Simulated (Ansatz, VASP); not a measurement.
# K2Ir in VASP and in Ansatz

```
Ir K
1.0
     0.00000    3.79161    3.79161
     3.79161    0.00000    3.79161
     3.79161    3.79161    0.00000
Ir K
1 2
Cartesian
  0.0000 0.0000 0.0000
  1.8958 1.8958 1.8958
  5.6874 5.6874 5.6874
```

Alike in both runs: task relaxation of cell and atoms; functional PBEsol; k mesh 8 × 8 × 8; occupations fermi-dirac, width 0.05 eV; no spin polarisation.

|  | VASP | Ansatz |
| --- | --- | --- |
| version | VASP 6.6.1 | Ansatz 0.2.0 |
| potentials or method | VASP PAW PBE potentials, release 64 (Ir, K_sv), cutoff 600 eV | all-electron LAPW, non-relativistic |

|  | VASP | Ansatz | Ansatz less VASP |
| --- | --- | --- | --- |
| relaxed volume (Å³/atom) | 36.48 | 34.30 | -2.188 |
| relaxed length of the cell vector where the two differ most in proportion (Å) | 5.369 | 5.260 | -0.1096 |

VASP's potentials were made for PBE, not for PBEsol. One of these differences is far larger than is usual between the two programs; its cause wasn't traced. Ansatz ran all-electron here, and VASP with PAW potentials.

Spin-orbit coupling is off throughout.
